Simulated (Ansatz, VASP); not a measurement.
One calculation of Ga, two programs

```
Ga
1.0
     2.75977    0.00000    0.00000
     0.00000    3.25958    0.00000
    -1.33441    0.00000    3.96349
Ga
2
Direct
  0.13460 0.75000 0.77017
  0.86540 0.25000 0.22983
```

Alike in both runs: task single point; functional PBE; k mesh 10 × 8 × 7; occupations fermi-dirac, width 0.05 eV; no spin polarisation.

```csv
,VASP,Ansatz
version,VASP 6.6.1,Ansatz 0.2.0
potentials or method,"VASP PAW PBE potentials, release 64 (Ga_d)",Ansatz PAW
plane-wave cutoff (eV),520,420
valence electrons in the cell,26,26
```

Ansatz gave:

```
gap on the k mesh at the Fermi level (eV)                     : none
pressure (GPa)                                                : 4.4
traceless stress, the component that is largest in VASP (GPa) : -1.15
rms of the force components (eV/Å)                            : 0.054
```

Task: Which values does VASP return?

Result: gap on the k mesh at the Fermi level (eV): none; pressure (GPa): 4.6; traceless stress, the component that is largest in VASP (GPa): -1.18; rms of the force components (eV/Å): 0.055.

Atom by atom the forces differ by 0.000 eV/Å (rms over components). A gap of «none» marks a metal or a gap that the smearing closes. With one functional, cell and mesh, what is left measures potentials, basis and numerics.
